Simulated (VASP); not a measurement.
A run of VASP 6.6.1 is set up as follows.

Contents of INCAR:

```
SYSTEM = IrF
  PREC = Accurate
  ENCUT = 520
  EDIFF = 1E-6
  ISMEAR = 0
  SIGMA = 0.1
  LREAL = .FALSE.
  LASPH = .TRUE.
  NELM = 150
  ALGO = Normal
  ISIF = 2
  LWAVE = .FALSE.
  LCHARG = .TRUE.
  ISPIN = 2
  MAGMOM = 1 0
  LORBIT = 11
  LMAXMIX = 4
  GGA = PE
  LELF = .TRUE.
  LVHAR = .TRUE.
  NBANDS = 19
```

Contents of KPOINTS:

```
regular mesh
0
G
  6 6 4
  0 0 0
```

Contents of POSCAR:

```
IrF
1.0
    2.6037899400      0.0000000000      0.0000000000
   -1.3018949700      2.2549482400      0.0000000000
    0.0000000000      0.0000000000      4.4154837400
Ir F
1 1
Direct
    0.6666666700      0.3333333300      0.0000000000
    0.0000000000      0.0000000000      0.5000000000
```

Potentials or basis: VASP PAW PBE potentials, release 64 (Ir, F).

The run is started by

```sh
$ cat potpaw_PBE.64/Ir/POTCAR potpaw_PBE.64/F/POTCAR > POTCAR
$ mpirun -np 1 vasp_std > vasp.out
```

(1) Estimate the site moments.

(2) Estimate the net moment.

(3) Predict the pressure.

## Answers

(1) Ir +0.14; F +0.01 μB.

(2) 0.16 μB per cell.

(3) -1.5 GPa.

Caveat: the k points lie up to 0.46 Å⁻¹ apart; a moment this small can come from the mesh or the smearing.
